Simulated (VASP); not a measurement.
Here is a VASP 6.6.1 calculation.

The input INCAR:

```
PREC = Accurate
ENCUT = 560
EDIFF = 1E-6
ISMEAR = -1
SIGMA = 0.1
LREAL = F
LASPH = T
NELM = 120
ALGO = Normal
ISIF = 2
LWAVE = F
LCHARG = F
GGA = PS
NBANDS = 14
GGA_COMPAT = F
```

File KPOINTS:

```
Automatic mesh
0
Gamma
  18 18 16
```

The input POSCAR:

```
Ru
1.0
    2.5073575421      0.0000000000      0.0000000000
   -1.2536787711      2.1714353279      0.0000000000
    0.0000000000      0.0000000000      2.3231806761
Ru
1
Direct
    0.0000000000      0.0000000000      0.0000000000
```

Potentials or basis: VASP PAW PBE potentials, release 64 (Ru_sv).

The run is started by

```sh
$ cat potpaw_PBE.64/Ru_sv/POTCAR > POTCAR
$ mpirun -np 1 vasp_std > vasp.out
```

(1) What does it give for the band gap on the k mesh?

(2) Estimate the pressure.

Results:

(1) zero (bands 8 and 9 overlap by 4.51 eV).

(2) 51.6 GPa.

Caveat: the cell stands under pressure; the PAW data sets were made with another functional, which shifts forces and pressure a little.
